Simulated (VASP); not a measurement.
Input of a VASP 6.6.1 run:

The input INCAR:

```
SYSTEM = NaMgI3
  PREC = Accurate
  ENCUT = 520
  EDIFF = 1E-7
  ISMEAR = -1
  SIGMA = 0.02
  LREAL = .False.
  LASPH = .True.
  NELM = 100
  ALGO = Normal
  ISIF = 2
  LWAVE = .False.
  LCHARG = .False.
  GGA = PE
  NBANDS = 23
```

KPOINTS

```
Automatic mesh
0
Gamma
  4 4 4
  0 0 0
```

The input POSCAR:

```
NaMgI3
1.0
    5.7593869811      0.0000000000      0.0000000000
    0.0000000000      5.7593869811      0.0000000000
    0.0000000000      0.0000000000      5.7593869811
Na Mg I
1 1 3
Direct
    0.0000000000      0.0000000000      0.0000000000
    0.5000000000      0.5000000000      0.5000000000
    0.5000000000      0.5000000000      0.0000000000
    0.5000000000      0.0000000000      0.5000000000
    0.0000000000      0.5000000000      0.5000000000
```

Potentials or basis: VASP PAW PBE potentials, release 64 (Na_pv, Mg, I).

Command:

```bash
$ cat potpaw_PBE.64/Na_pv/POTCAR potpaw_PBE.64/Mg/POTCAR potpaw_PBE.64/I/POTCAR > POTCAR
$ mpirun -np 1 vasp_std > vasp.out
```

**Question.** Predict the band gap on the k mesh.

**Answer.** 1.20 eV (least direct gap 1.76 eV).

**Question.** What does it give for the pressure?

**Answer.** 0.6 GPa.

Caveat: the cell differs from its parent crystal (strain -0.5%); spin-orbit coupling is left out, which moves the levels of the heavy elements. A k mesh can miss the band edges.
